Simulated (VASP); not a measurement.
Input of a VASP 6.6.1 run:

INCAR

```
PREC     = Accurate       # precision mode
ENCUT    = 520            # plane-wave cutoff, eV
EDIFF    = 1E-7           # SCF threshold, eV
ISMEAR   = -1             # smearing method
SIGMA    = 0.05           # smearing width, eV
LREAL    = F              # projectors in reciprocal space
LASPH    = T              # aspherical terms in the spheres
NELM     = 60             # most SCF steps
ALGO     = Normal         # electronic algorithm
ISIF     = 2              # what is computed and relaxed
LWAVE    = F              # write WAVECAR
LCHARG   = F              # write CHGCAR
GGA      = PE             # functional
NBANDS   = 11             # bands
```

KPOINTS

```
regular mesh
0
Gamma
  10 10 10
```

POSCAR

```
MgO
1.0
    0.0000000000      2.2906819497      2.2906819497
    2.2906819497      0.0000000000      2.2906819497
    2.2906819497      2.2906819497      0.0000000000
Mg O
1 1
Direct
    0.5000000000      0.5000000000      0.5000000000
    0.7500000000      0.7500000000      0.7500000000
```

Potentials or basis: VASP PAW PBE potentials, release 64 (Mg, O).

Run with:

```bash
$ cat potpaw_PBE.64/Mg/POTCAR potpaw_PBE.64/O/POTCAR > POTCAR
$ mpirun -np 1 vasp_std > vasp.out
```

(1) What does it give for the pressure?

(2) What does it give for the band gap on the k mesh?

## Answers

(1) 2.0 GPa.

(2) 3.58 eV, direct.
